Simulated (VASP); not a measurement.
Here is a VASP 6.6.1 calculation.

POSCAR

```
MnS
1.0
    0.0000000000      2.6045000000      2.6045000000
    2.6045000000      0.0000000000      2.6045000000
    2.6045000000      2.6045000000      0.0000000000
Mn S
1 1
Direct
    0.0000000000      0.0000000000      0.0000000000
    0.5000000000      0.5000000000      0.5000000000
```

Contents of INCAR.step1:

```
SYSTEM = MnS
PREC     = Accurate       ! precision mode
ENCUT    = 520            ! plane-wave cutoff, eV
EDIFF    = 1E-5           ! SCF threshold, eV
ISMEAR   = -1             ! smearing method
SIGMA    = 0.05           ! smearing width, eV
LREAL    = .FALSE.        ! projectors in reciprocal space
LASPH    = .TRUE.         ! aspherical terms in the spheres
NELM     = 150            ! most SCF steps
ALGO     = Normal         ! electronic algorithm
ISIF     = 2              ! what is computed and relaxed
LWAVE    = .TRUE.         ! write WAVECAR
LCHARG   = .FALSE.        ! write CHGCAR
ISPIN    = 2              ! spin polarisation
MAGMOM   = 4 0            ! initial moments
LORBIT   = 11             ! projections on sites
LMAXMIX  = 4              ! l up to which the mixer works
NBANDS   = 20             ! bands
GGA      = PE             ! functional
```

File INCAR.step2:

```
SYSTEM = MnS
PREC     = Accurate       ! precision mode
ENCUT    = 520            ! plane-wave cutoff, eV
EDIFF    = 1E-6           ! SCF threshold, eV
ISMEAR   = -1             ! smearing method
SIGMA    = 0.05           ! smearing width, eV
LREAL    = .FALSE.        ! projectors in reciprocal space
LASPH    = .TRUE.         ! aspherical terms in the spheres
NELM     = 150            ! most SCF steps
ALGO     = Normal         ! electronic algorithm
ISIF     = 2              ! what is computed and relaxed
LWAVE    = .FALSE.        ! write WAVECAR
LCHARG   = .FALSE.        ! write CHGCAR
ISPIN    = 2              ! spin polarisation
MAGMOM   = 4 0            ! initial moments
LORBIT   = 11             ! projections on sites
LMAXMIX  = 4              ! l up to which the mixer works
GGA      = B3             ! functional
LHFCALC  = .TRUE.         ! exact exchange
AEXX     = 0.2            ! exact-exchange fraction
AGGAX    = 0.72         
AGGAC    = 0.81         
ALDAC    = 0.19         
PRECFOCK = Normal       
NBANDS   = 20             ! bands
ISTART   = 1
```

File KPOINTS:

```
Automatic mesh
0
G
  5 5 5
  0 0 0
```

Potentials or basis: VASP PAW PBE potentials, release 64 (Mn_pv, S).

The run is started by

```console
$ cat potpaw_PBE.64/Mn_pv/POTCAR potpaw_PBE.64/S/POTCAR > POTCAR
$ cp INCAR.step1 INCAR
$ mpirun -np 1 vasp_std > vasp.out
$ cp INCAR.step2 INCAR
$ mpirun -np 1 vasp_std > vasp.out
```

Question: Estimate the net moment.

Answer: 5.00 μB per cell.

Question: Predict the site moments.

Answer: Mn +4.52; S +0.15 μB.

Caveat: a cell with one magnetic atom can't hold antiferromagnetic order, which such compounds often take.
